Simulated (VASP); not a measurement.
# Rb (P3_121) in VASP: single point with PBE

Aim: the single point of Rb with PBE.

All numbers are computed with VASP 6.6.1; they aren't measurements. Logs are shortened: lines on timing, memory, paths and dates and some standing lists are left out, and cuts for length are marked.

## 1. The cell of the first run

The typed cell holds 3 atoms: a = 7.990 Å, b = 7.990 Å, c = 4.923 Å, α = 90.00°, β = 90.00°, γ = 120.00°.

## 2. Single point, PBE

File INCAR:

```
SYSTEM = Rb
ALGO     = Fast           ! electronic algorithm
EDIFF    = 1E-6           ! SCF threshold, eV
ENCUT    = 520            ! plane-wave cutoff, eV
GGA      = PE             ! functional
ISIF     = 2              ! what is computed and relaxed
ISMEAR   = 0              ! smearing method
LASPH    = .TRUE.         ! aspherical terms in the spheres
LCHARG   = .TRUE.         ! write CHGCAR
LELF     = .TRUE.         ! ELF
LREAL    = .FALSE.        ! projectors in reciprocal space
LVHAR    = .TRUE.       
LWAVE    = .FALSE.        ! write WAVECAR
NBANDS   = 20             ! bands
NELM     = 100            ! most SCF steps
PREC     = Accurate       ! precision mode
SIGMA    = 0.1            ! smearing width, eV
```

File KPOINTS:

```
k-points
0
G
  9 9 10
  0 0 0
```

File POSCAR:

```
Rb
1.0
    7.9899887565      0.0000000000      0.0000000000
   -3.9949943783      6.9195332391      0.0000000000
    0.0000000000      0.0000000000      4.9231740916
Rb
3
Direct
    0.3334992814      0.0000000000      0.3333333333
    0.0000000000      0.3334992814      0.6666666667
    0.6665007186      0.6665007186      0.0000000000
```

Potentials or basis: VASP PAW PBE potentials, release 64 (Rb_sv).

The run is started by

```
$ cat potpaw_PBE.64/Rb_sv/POTCAR > POTCAR
$ mpirun -np 1 vasp_std > vasp.out
```

OUTCAR:

```text
SYSTEM = Rb
   EDIFF = 1E-6
   ENCUT = 520
   GGA = PE
   ISIF = 2
   ISMEAR = 0
   LASPH = .TRUE.
   LREAL = .FALSE.
   NELM = 100
   PREC = Accurate

 ion  position               nearest neighbor table
   1  0.333  0.000  0.333-   3 4.90   3 4.90   2 4.90   2 4.90   3 4.90   2 4.90   2 5.66   2 5.66
                             3 5.66   3 5.66   2 5.66   3 5.66
   2  0.000  0.333  0.667-   3 4.90   3 4.90   1 4.90   1 4.90   3 4.90   1 4.90   1 5.66   1 5.66
                             3 5.66   3 5.66   1 5.66   3 5.66
   3  0.667  0.667  0.000-   2 4.90   1 4.90   2 4.90   1 4.90   1 4.90   2 4.90   2 5.66   1 5.66
                             2 5.66   1 5.66   1 5.66   2 5.66

  LATTYP: Found a hexagonal cell.
 ALAT       =     7.9899887565
 C/A-ratio  =     0.6161678372

  Lattice vectors:

 A1 = (   7.9899887565,   0.0000000000,   0.0000000000)
 A2 = (  -3.9949943783,   6.9195332391,   0.0000000000)
 A3 = (   0.0000000000,   0.0000000000,   4.9231740916)

Analysis of symmetry for initial positions (statically):
=====================================================================
 Subroutine PRICEL returns:
 Original cell was already a primitive cell.

 Routine SETGRP: Setting up the symmetry group for a
 hexagonal supercell.

 Subroutine GETGRP returns: Found  6 space group operations
 (whereof  2 operations were pure point group operations)
 out of a pool of 24 trial point group operations.

The static configuration has the point symmetry C_2 .
 The point group associated with its full space group is D_3 .

Analysis of symmetry for dynamics (positions and initial velocities):
=====================================================================
 Subroutine PRICEL returns:
 Original cell was already a primitive cell.

 Routine SETGRP: Setting up the symmetry group for a
 hexagonal supercell.

 Subroutine GETGRP returns: Found  6 space group operations
 (whereof  2 operations were pure point group operations)
 out of a pool of 24 trial point group operations.

The dynamic configuration has the point symmetry C_2 .
 The point group associated with its full space group is D_3 .

 Subroutine INISYM returns: Found  6 space group operations
 (whereof  2 operations are pure point group operations),
 and found     1 'primitive' translations

----------------------------------------------------------------------------------------

                                     Primitive cell
[... 91 lines left out ...]
   ENCUT  =  520.0 eV  38.22 Ry    6.18 a.u.  14.86 14.86  9.15*2*pi/ulx,y,z
   NELM   =    100;   NELMIN=  2; NELMDL= -5     # of ELM steps
   EDIFF  = 0.1E-05   stopping-criterion for ELM
   LREAL  =      F    real-space projection
   EDIFFG = 0.1E-04   stopping-criterion for IOM
   NSW    =      0    number of steps for IOM
   IBRION =     -1    ionic relax: 0-MD 1-quasi-New 2-CG
   NFREE  =      0    steps in history (QN), initial steepest desc. (CG)
   ISIF   =      2    stress and relaxation
   ISYM   =      2    0-nonsym 1-usesym 2-fastsym
   POTIM  = 0.5000    time-step for ionic-motion
   TEBEG  =    0.0;   TEEND  =   0.0 temperature during run
   PSTRESS=    0.0 pullay stress
   NELECT =      27.0000    total number of electrons
   NUPDOWN=      -1.0000    fix difference up-down
   EMIN   =  10.00;   EMAX   =-10.00  energy-range for DOS
   EFERMI =   0.00;   METHOD = LEGACY
   ISMEAR =     0;   SIGMA  =   0.10  broadening in eV -4-tet -1-fermi 0-gaus
   EFERMI_NEDOS =   21; number of points for ismear=-14 and -15
   IALGO  =     68    algorithm
   IMIX   =      4    mixing-type and parameters
     AMIX     =   0.40;   BMIX     =  1.00
     AMIX_MAG =   1.60;   BMIX_MAG =  1.00
  volume/ion in A,a.u.               =      90.73       612.27
  Fermi-wavevector in a.u.,A,eV,Ry     =   0.757833  1.432096  7.813968  0.574310
  Thomas-Fermi vector in A             =   1.856268
   LORBIT       =      0    0 simple, 1 ext, 2 COOP (PROOUT), +10 PAW based schemes
   GGA     = PE    functional components
   LHFCALC =     F    Hartree Fock is set to
   AEXX    =    0.0000 exact exchange contribution
   IVDW    =     0    specifies the selected vdW correction
   LEPSILON=     F    determine dielectric tensor
   LRPA    =     F    only Hartree local field effects (RPA)
 non-spin polarized calculation
 RMM-DIIS sequential band-by-band and
 Gauss-broadening in eV      SIGMA  =   0.10
  energy-cutoff  :      520.00
  volume of cell :      272.19
 maximum number of plane-waves:      7405
   NGX = 29   NGY = 29   NGZ = 19

 number of electron      26.9999999 magnetization

 Free energy of the ion-electron system (eV)
  ---------------------------------------------------
  ext. energy  EPLUGINS =         0.00000000
  ---------------------------------------------------
  free energy    TOTEN  =        -2.81431946 eV

  energy without entropy =       -2.80038001  energy(sigma->0) =       -2.80734974

 E-fermi :   0.0172     XC(G=0):  -5.4736

 val. band max:        0.0003795404   @ k =   0.2222   0.2222   0.2000
 cond. band min:       0.0249911241   @ k =   0.4444   0.1111   0.0000
 fundamental gap:      0.0246115837
 Fermi energy:         0.0171944579

 k-point     1 :       0.0000    0.0000    0.0000
  band No.  band energies     occupation
      1     -28.8826      2.00000
      2     -28.8777      2.00000
      3     -28.8777      2.00000
      4     -12.9916      2.00000
      5     -12.9914      2.00000
      6     -12.9914      2.00000
[... 541 lines left out ...]
     19       2.5305      0.00000
     20       3.1552      0.00000

 [... further k-points ...]

------------------------ aborting loop because EDIFF is reached ----------------------------------------

  FORCE on cell =-STRESS in cart. coord.  units (eV):
  Direction    XX          YY          ZZ          XY          YZ          ZX
  --------------------------------------------------------------------------------------
  -------------------------------------------------------------------------------------
  Total        0.0111904      0.0111904      0.0184559     -0.0000000      0.0000000      0.0000000
  in kB        0.0658702      0.0658702      0.1086371     -0.0000000      0.0000000      0.0000000
  external PRESSURE =       0.0801258 kB  Pullay stress =       0.0000000 kB

 VOLUME and BASIS-vectors are now :
 -----------------------------------------------------------------------------
  energy-cutoff  :      520.00
  volume of cell :      272.19
      direct lattice vectors                 reciprocal lattice vectors
     7.989988756  0.000000000  0.000000000     0.125156622  0.072259209  0.000000000
    -3.994994378  6.919533239  0.000000000     0.000000000  0.144518418  0.000000000
     0.000000000  0.000000000  4.923174092     0.000000000  0.000000000  0.203120991

 POSITION                                       TOTAL-FORCE (eV/Angst)
 -----------------------------------------------------------------------------------
      2.66466      0.00000      1.64106        -0.000679      0.000000      0.000000
     -1.33233      2.30766      3.28212         0.000339     -0.000588     -0.000000
      2.66267      4.61187      0.00000         0.000339      0.000588     -0.000000
 -----------------------------------------------------------------------------------
    total drift:                                0.000000     -0.000000     -0.000000

  FREE ENERGIE OF THE ION-ELECTRON SYSTEM (eV)
  ---------------------------------------------------
  free  energy   TOTEN  =        -2.8143194631 eV

  energy  without entropy=       -2.8003800076  energy(sigma->0) =       -2.80734974
```

It took 15 min on 1 thread of Oxide Virtual Turin-like, shared host; peak memory 0.61 GiB.

Results:

```
Free energy : -2.8143 eV
Pressure    : 0.0 GPa
```
